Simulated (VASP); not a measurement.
# PbO (P4/nmm) in VASP: single point with r2SCAN

Aim: the single point of PbO with r2SCAN.

Everything below comes from runs of VASP 6.6.1. Logs are shortened: lines on timing, memory, paths and dates and some standing lists are left out, and cuts for length are marked.

### Step 1. The cell of the first run

Symmetry: P4/nmm, No. 129, tetragonal system. Conventional cell: a = 3.974 Å, b = 3.974 Å, c = 5.022 Å, α = 90.00°, β = 90.00°, γ = 90.00°. Within 3.1 Å of Pb (site symmetry 4mm) lie 4 O at 2.31 Å. O (site symmetry -4m2) has 4 Pb at 2.31 Å and 4 O at 2.81 Å within 3.1 Å.

### Step 2. Single point, r2SCAN

Contents of POSCAR:

```
PbO
1.0
    3.9744000000      0.0000000000      0.0000000000
    0.0000000000      3.9744000000      0.0000000000
    0.0000000000      0.0000000000      5.0219000000
Pb O
2 2
Direct
    0.0000000000      0.5000000000      0.2356000000
    0.5000000000      0.0000000000      0.7644000000
    0.0000000000      0.0000000000      0.0000000000
    0.5000000000      0.5000000000      0.0000000000
```

Contents of INCAR.step1:

```
ALGO = Normal
EDIFF = 1E-5
ENCUT = 1480
GGA = PE
GGA_COMPAT = False
ISMEAR = 0
LASPH = True
LCHARG = False
LREAL = False
LWAVE = True
NBANDS = 28
NELM = 120
PREC = Accurate
SIGMA = 0.1
```

Contents of INCAR.step2:

```
ALGO = Normal
EDIFF = 1E-6
ENCUT = 1480
GGA_COMPAT = False
ISIF = 2
ISMEAR = 0
ISTART = 1
LASPH = True
LCHARG = True
LELF = True
LMIXTAU = True
LREAL = False
LVHAR = True
LWAVE = False
METAGGA = R2SCAN
NBANDS = 28
NELM = 120
PREC = Accurate
SIGMA = 0.1
```

Contents of KPOINTS:

```
k-points
0
Gamma
  4 4 4
```

Potentials or basis: VASP PAW PBE potentials, release 64 (Pb_d, O_h).

Started as:

```
> cat potpaw_PBE.64/Pb_d/POTCAR potpaw_PBE.64/O_h/POTCAR > POTCAR
> cp INCAR.step1 INCAR
> mpirun -np 1 vasp_std > vasp.out
> cp INCAR.step2 INCAR
> mpirun -np 1 vasp_std > vasp.out
```

OUTCAR:

```text
EDIFF = 1E-6
   ENCUT = 1480
   ISIF = 2
   ISMEAR = 0
   ISTART = 1
   LASPH = True
   LREAL = False
   METAGGA = R2SCAN
   NELM = 120
   PREC = Accurate

 ion  position               nearest neighbor table
   1  0.000  0.500  0.236-   3 2.31   4 2.31   3 2.31   4 2.31   2 3.67   2 3.67   2 3.67   2 3.67
                             2 3.87   2 3.87   2 3.87   2 3.87
   2  0.500  0.000  0.764-   3 2.31   4 2.31   4 2.31   3 2.31   1 3.67   1 3.67   1 3.67   1 3.67
                             1 3.87   1 3.87   1 3.87   1 3.87
   3  0.000  0.000  0.000-   1 2.31   2 2.31   1 2.31   2 2.31
   4  0.500  0.500  0.000-   1 2.31   2 2.31   2 2.31   1 2.31

  LATTYP: Found a simple tetragonal cell.
 ALAT       =     3.9744000000
 C/A-ratio  =     1.2635617955

  Lattice vectors:

 A1 = (   3.9744000000,   0.0000000000,   0.0000000000)
 A2 = (   0.0000000000,   3.9744000000,   0.0000000000)
 A3 = (   0.0000000000,   0.0000000000,   5.0219000000)

Analysis of symmetry for initial positions (statically):
=====================================================================
 Subroutine PRICEL returns:
 Original cell was already a primitive cell.

 Routine SETGRP: Setting up the symmetry group for a
 simple tetragonal supercell.

 Subroutine GETGRP returns: Found 16 space group operations
 (whereof  8 operations were pure point group operations)
 out of a pool of 16 trial point group operations.

The static configuration has the point symmetry D_2d.
 The point group associated with its full space group is D_4h.

Analysis of symmetry for dynamics (positions and initial velocities):
=====================================================================
 Subroutine PRICEL returns:
 Original cell was already a primitive cell.

 Routine SETGRP: Setting up the symmetry group for a
 simple tetragonal supercell.

 Subroutine GETGRP returns: Found 16 space group operations
 (whereof  8 operations were pure point group operations)
 out of a pool of 16 trial point group operations.

The dynamic configuration has the point symmetry D_2d.
 The point group associated with its full space group is D_4h.

 Subroutine INISYM returns: Found 16 space group operations
 (whereof  8 operations are pure point group operations),
 and found     1 'primitive' translations

----------------------------------------------------------------------------------------

                                     Primitive cell

  volume of cell :      79.3252

  direct lattice vectors                    reciprocal lattice vectors
     3.974400000  0.000000000  0.000000000     0.251610306  0.000000000  0.000000000
     0.000000000  3.974400000  0.000000000     0.000000000  0.251610306  0.000000000
     0.000000000  0.000000000  5.021900000     0.000000000  0.000000000  0.199127820

  length of vectors
     3.974400000  3.974400000  5.021900000     0.251610306  0.251610306  0.199127820

  position of ions in fractional coordinates (direct lattice)
     0.000000000  0.500000000  0.235600000
     0.500000000  0.000000000  0.764400000
     0.000000000  0.000000000  0.000000000
     0.500000000  0.500000000  0.000000000

  ion indices of the primitive-cell ions
   primitive index   ion index
                 1           1
                 2           2
                 3           3
                 4           4

----------------------------------------------------------------------------------------

 KPOINTS: k-points

Automatic generation of k-mesh.
 Grid dimensions read from file:
 generate k-points for:    4    4    4

 Generating k-lattice:

  Cartesian coordinates                     Fractional coordinates (reciprocal lattice)
     0.062902576  0.000000000  0.000000000     0.250000000  0.000000000  0.000000000
     0.000000000  0.062902576  0.000000000     0.000000000  0.250000000  0.000000000
     0.000000000  0.000000000  0.049781955     0.000000000  0.000000000  0.250000000

  Length of vectors
     0.062902576  0.062902576  0.049781955

  Shift w.r.t. Gamma in fractional coordinates (k-lattice)
     0.000000000  0.000000000  0.000000000

 Subroutine IBZKPT returns following result:
 ===========================================

 Found     18 irreducible k-points:

 Following reciprocal coordinates:
            Coordinates               Weight
  0.000000  0.000000  0.000000      1.000000
  0.250000  0.000000  0.000000      4.000000
  0.500000  0.000000  0.000000      2.000000
  0.250000  0.250000  0.000000      4.000000
  0.500000  0.250000  0.000000      4.000000
  0.500000  0.500000  0.000000      1.000000
[... 10 lines left out ...]
  0.500000  0.250000  0.500000      4.000000
  0.500000  0.500000  0.500000      1.000000
   k-points           NKPTS =     18   k-points in BZ     NKDIM =     18   number of bands    NBANDS=     28
   number of dos      NEDOS =    301   number of ions     NIONS =      4
   total plane-waves  NPLWV = 160000
   dimension x,y,z NGX =    50 NGY =   50 NGZ =   64
   dimension x,y,z NGXF=   100 NGYF=  100 NGZF=  128
   ions per type =               2   2
   NGX,Y,Z   is equivalent  to a cutoff of  20.91, 20.91, 21.19 a.u.
   NGXF,Y,Z  is equivalent  to a cutoff of  41.83, 41.83, 42.37 a.u.
 SYSTEM =  unknown system
   PREC   = accura    normal or accurate (medium, high low for compatibility)
   ISTART =      1    job   : 0-new  1-cont  2-samecut
   ICHARG =      0    charge: 1-file 2-atom 10-const
   ISPIN  =      1    spin polarized calculation?
   LNONCOLLINEAR =      F non collinear calculations
   LSORBIT =      F    spin-orbit coupling
   LASPH  =      T    aspherical Exc in radial PAW
   ENCUT  = 1480.0 eV 108.78 Ry   10.43 a.u.  12.47 12.47 15.75*2*pi/ulx,y,z
   NELM   =    120;   NELMIN=  2; NELMDL=  0     # of ELM steps
   EDIFF  = 0.1E-05   stopping-criterion for ELM
   LREAL  =      F    real-space projection
   EDIFFG = 0.1E-04   stopping-criterion for IOM
   NSW    =      0    number of steps for IOM
   IBRION =     -1    ionic relax: 0-MD 1-quasi-New 2-CG
   NFREE  =      0    steps in history (QN), initial steepest desc. (CG)
   ISIF   =      2    stress and relaxation
   ISYM   =      2    0-nonsym 1-usesym 2-fastsym
   POTIM  = 0.5000    time-step for ionic-motion
   TEBEG  =    0.0;   TEEND  =   0.0 temperature during run
   PSTRESS=    0.0 pullay stress
   NELECT =      40.0000    total number of electrons
   NUPDOWN=      -1.0000    fix difference up-down
   EMIN   =  10.00;   EMAX   =-10.00  energy-range for DOS
   EFERMI =   0.00;   METHOD = LEGACY
   ISMEAR =     0;   SIGMA  =   0.10  broadening in eV -4-tet -1-fermi 0-gaus
   EFERMI_NEDOS =   21; number of points for ismear=-14 and -15
   IALGO  =     38    algorithm
   IMIX   =      4    mixing-type and parameters
     AMIX     =   0.40;   BMIX     =  1.00
     AMIX_MAG =   1.60;   BMIX_MAG =  1.00
  volume/ion in A,a.u.               =      19.83       133.83
  Fermi-wavevector in a.u.,A,eV,Ry     =   1.303040  2.462389 23.101513  1.697913
  Thomas-Fermi vector in A             =   2.434068
   LORBIT       =      0    0 simple, 1 ext, 2 COOP (PROOUT), +10 PAW based schemes
   METAGGA = R2SCAN    functional components
   LHFCALC =     F    Hartree Fock is set to
   AEXX    =    0.0000 exact exchange contribution
   IVDW    =     0    specifies the selected vdW correction
   LEPSILON=     F    determine dielectric tensor
   LRPA    =     F    only Hartree local field effects (RPA)
 non-spin polarized calculation
 Gauss-broadening in eV      SIGMA  =   0.10
  energy-cutoff  :     1480.00
  volume of cell :       79.33
 maximum number of plane-waves:     10340
 NGX is ok and might be reduce to    50
   NGX = 25   NGY = 25   NGZ = 31

 number of electron      40.0000000 magnetization

 Free energy of the ion-electron system (eV)
  ---------------------------------------------------
  ext. energy  EPLUGINS =         0.00000000
  ---------------------------------------------------
  free energy    TOTEN  =      -129.51746087 eV

  energy without entropy =     -129.51746087  energy(sigma->0) =     -129.51746087

 E-fermi :   5.6341     XC(G=0): -10.4627

 val. band max:        5.1377969057   @ k =   0.0000   0.0000   0.0000
 cond. band min:       6.6851009205   @ k =   0.5000   0.5000   0.0000
 fundamental gap:      1.5473040148
 Fermi energy:         5.6340782381

 k-point     1 :       0.0000    0.0000    0.0000
  band No.  band energies     occupation
      1     -14.3703      2.00000
      2     -13.7330      2.00000
      3     -11.4240      2.00000
      4     -11.4240      2.00000
      5     -11.3522      2.00000
      6     -11.3495      2.00000
[... 20 lines left out ...]
     27      13.0595      0.00000
     28      13.8242      0.00000

 k-point     2 :       0.2500    0.0000    0.0000
  band No.  band energies     occupation
      1     -14.2356      2.00000
      2     -13.7908      2.00000
      3     -11.3947      2.00000
      4     -11.3882      2.00000
      5     -11.3144      2.00000
      6     -11.3082      2.00000
[... 20 lines left out ...]
     27      13.6141      0.00000
     28      16.7058      0.00000

 k-point     3 :       0.5000    0.0000    0.0000
  band No.  band energies     occupation
      1     -13.9773      2.00000
      2     -13.9773      2.00000
      3     -11.3306      2.00000
      4     -11.3306      2.00000
      5     -11.3210      2.00000
      6     -11.3210      2.00000
[... 20 lines left out ...]
     27      14.8313      0.00000
     28      14.8313      0.00000

 k-point     4 :       0.2500    0.2500    0.0000
  band No.  band energies     occupation
      1     -14.1350      2.00000
      2     -13.8263      2.00000
      3     -11.3866      2.00000
      4     -11.3264      2.00000
      5     -11.2927      2.00000
      6     -11.2848      2.00000
[... 20 lines left out ...]
     27      14.4835      0.00000
     28      15.2414      0.00000

 k-point     5 :       0.5000    0.2500    0.0000
  band No.  band energies     occupation
      1     -13.9516      2.00000
      2     -13.9516      2.00000
      3     -11.3089      2.00000
      4     -11.3089      2.00000
      5     -11.3040      2.00000
      6     -11.3040      2.00000
[... 20 lines left out ...]
     27      14.3536      0.00000
     28      14.3536      0.00000

 k-point     6 :       0.5000    0.5000    0.0000
  band No.  band energies     occupation
      1     -13.9301      2.00000
      2     -13.9301      2.00000
      3     -11.3268      2.00000
      4     -11.3268      2.00000
      5     -11.2313      2.00000
      6     -11.2313      2.00000
[... 277 lines left out ...]
      5     -11.3137      2.00000
      6     -11.3137      2.00000
[... 20 lines left out ...]
     27      15.1131      0.00000
     28      15.1131      0.00000

 k-point    16 :       0.2500    0.2500    0.5000
  band No.  band energies     occupation
      1     -14.1346      2.00000
      2     -13.8247      2.00000
      3     -11.3710      2.00000
      4     -11.3223      2.00000
      5     -11.3155      2.00000
      6     -11.2745      2.00000
[... 20 lines left out ...]
     27      16.3083      0.00000
     28      16.9163      0.00000

 k-point    17 :       0.5000    0.2500    0.5000
  band No.  band energies     occupation
      1     -13.9554      2.00000
      2     -13.9554      2.00000
      3     -11.3450      2.00000
      4     -11.3450      2.00000
      5     -11.2776      2.00000
      6     -11.2776      2.00000
[... 20 lines left out ...]
     27      16.6037      0.00000
     28      16.6037      0.00000

 k-point    18 :       0.5000    0.5000    0.5000
  band No.  band energies     occupation
      1     -13.9307      2.00000
      2     -13.9307      2.00000
      3     -11.2856      2.00000
      4     -11.2856      2.00000
      5     -11.2532      2.00000
      6     -11.2532      2.00000
[... 20 lines left out ...]
     27      16.7303      0.00000
     28      16.7303      0.00000

------------------------ aborting loop because EDIFF is reached ----------------------------------------

  FORCE on cell =-STRESS in cart. coord.  units (eV):
  Direction    XX          YY          ZZ          XY          YZ          ZX
  --------------------------------------------------------------------------------------
  -------------------------------------------------------------------------------------
  Total        1.0052567      1.0052567      0.8754371      0.0000000      0.0000000      0.0000000
  in kB       20.3037536     20.3037536     17.6817129      0.0000000      0.0000000      0.0000000
  external PRESSURE =      19.4297400 kB  Pullay stress =       0.0000000 kB

 VOLUME and BASIS-vectors are now :
 -----------------------------------------------------------------------------
  energy-cutoff  :     1480.00
  volume of cell :       79.33
      direct lattice vectors                 reciprocal lattice vectors
     3.974400000  0.000000000  0.000000000     0.251610306  0.000000000  0.000000000
     0.000000000  3.974400000  0.000000000     0.000000000  0.251610306  0.000000000
     0.000000000  0.000000000  5.021900000     0.000000000  0.000000000  0.199127820

 POSITION                                       TOTAL-FORCE (eV/Angst)
 -----------------------------------------------------------------------------------
      0.00000      1.98720      1.18316         0.000000      0.000000      0.130041
      1.98720      0.00000      3.83874         0.000000      0.000000     -0.130041
      0.00000      0.00000      0.00000         0.000000      0.000000      0.000000
      1.98720      1.98720      0.00000         0.000000     -0.000000      0.000000
 -----------------------------------------------------------------------------------
    total drift:                                0.000000      0.000000      0.000000

  FREE ENERGIE OF THE ION-ELECTRON SYSTEM (eV)
  ---------------------------------------------------
  free  energy   TOTEN  =      -129.5174608654 eV

  energy  without entropy=     -129.5174608654  energy(sigma->0) =     -129.51746087
```

It took 10 min on 1 thread of Intel Xeon Platinum 8488C (Sapphire Rapids), shared host; peak memory 0.53 GiB.

Results:

```
Free energy            : -129.5175 eV
Pressure               : 1.9 GPa
Largest force          : 0.130 eV/Å
Band gap on the k mesh : 1.55 eV (least direct gap 2.72 eV)
```

Forces on the atoms (eV/Å):
```
Pb   0.000  0.000  0.130
Pb   0.000  0.000 -0.130
O    0.000  0.000  0.000
O    0.000  0.000  0.000
```

Caveat: the PAW data sets were made with another functional, which shifts forces and pressure a little; spin-orbit coupling is left out, which moves the levels of the heavy elements.
